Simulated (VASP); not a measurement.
Set up this calculation in VASP 6.6.1, as the native input.

| Item | Value |
| --- | --- |
| Task | single point |
| Functional | PBE |
| Potentials or basis | VASP PAW PBE potentials, release 64 (Ga_d, P) |
| Cutoff | 520 eV |
| k mesh | 8 × 8 × 8 |
| Occupations | gaussian, width 0.05 eV |
| Spin | no spin polarisation |
| Dipole correction | no |
| Further INCAR settings | ALGO = Normal; EDIFF = 1e-06; NBANDS = 16 |

The structure of GaP lies in POSCAR:

```
GaP
1.0
    0.0000000000      2.5072300000      2.8342600000
    2.5072300000      0.0000000000      2.8342600000
    2.5072300000      2.5072300000      0.0000000000
Ga P
1 1
Direct
    0.0000000000      0.0000000000      0.0000000000
    0.7500000000      0.7500000000      0.7500000000
```

This cell differs from its parent crystal: strain -0.080 along x and y, +0.040 along z.

The input as run:

INCAR

```
SYSTEM = GaP
ALGO = Normal
EDIFF = 1E-6
ENCUT = 520
GGA = PE
ISIF = 2
ISMEAR = 0
LASPH = .TRUE.
LCHARG = .FALSE.
LREAL = .FALSE.
LWAVE = .FALSE.
NBANDS = 16
NELM = 60
PREC = Accurate
SIGMA = 0.05
```

KPOINTS

```
k-points
0
G
  8 8 8
  0 0 0
```

Potentials or basis: VASP PAW PBE potentials, release 64 (Ga_d, P).

Command:

```bash
$ cat potpaw_PBE.64/Ga_d/POTCAR potpaw_PBE.64/P/POTCAR > POTCAR
$ mpirun -np 1 vasp_std > vasp.out
```

Results of the run:

| Item | Value |
| --- | --- |
| Pressure | 16.5 GPa |
| Band gap on the k mesh | 0.76 eV, indirect (least direct gap 2.26 eV) |

Caveat: the cell differs from its parent crystal (strain -0.080 along x and y, +0.040 along z).

It took 22 s on 1 thread of AMD EPYC 7R13 Processor (Zen 3) (shared host), peak memory 0.14 GiB.
